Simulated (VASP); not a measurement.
Set up this calculation in VASP 6.6.1, as the native input.

- Task: single point
- Functional: PBEsol
- Potentials or basis: VASP PAW PBE potentials, release 64 (Ga_d, P)
- Cutoff: 520 eV
- k mesh: 6 × 6 × 6
- Occupations: gaussian, width 0.01 eV
- Spin: no spin polarisation
- Dipole correction: no
- Further INCAR settings: ALGO = Normal; EDIFF = 1e-07; NBANDS = 26

The structure of GaP lies in POSCAR:

```
GaP
1.0
    1.9430150000      1.1218000000      6.4308100000
   -1.9430150000      1.1218000000      6.4308100000
    0.0000000000     -2.2436010000      6.4308100000
Ga P
2 2
Direct
    0.4353720000      0.4353720000      0.4353720000
    0.5646280000      0.5646280000      0.5646280000
    0.0573890000      0.0573890000      0.0573890000
    0.9426110000      0.9426110000      0.9426110000
```

One way to write it, as run:

INCAR

```
SYSTEM = GaP
  PREC = Accurate
  ENCUT = 520
  EDIFF = 1E-7
  ISMEAR = 0
  SIGMA = 0.01
  LREAL = .FALSE.
  LASPH = .TRUE.
  NELM = 100
  ALGO = Normal
  ISIF = 2
  LWAVE = .FALSE.
  LCHARG = .FALSE.
  GGA = PS
  NBANDS = 26
```

KPOINTS

```
regular mesh
0
G
  6 6 6
  0 0 0
```

Potentials or basis: VASP PAW PBE potentials, release 64 (Ga_d, P).

Launch:

```sh
$ cat potpaw_PBE.64/Ga_d/POTCAR potpaw_PBE.64/P/POTCAR > POTCAR
$ mpirun -np 1 vasp_std > vasp.out
```

Results of the run:

| Quantity | Value |
| --- | --- |
| Pressure | -2.8 GPa |
| Largest force | 0.090 eV/Å |
| Band gap on the k mesh | 0.74 eV (least direct gap 1.02 eV) |

Caveat: the PAW data sets were made with another functional, which shifts forces and pressure a little.

Wall time 4.1 min on 1 thread of Intel Xeon 8259CL (shared host), peak memory 0.41 GiB.
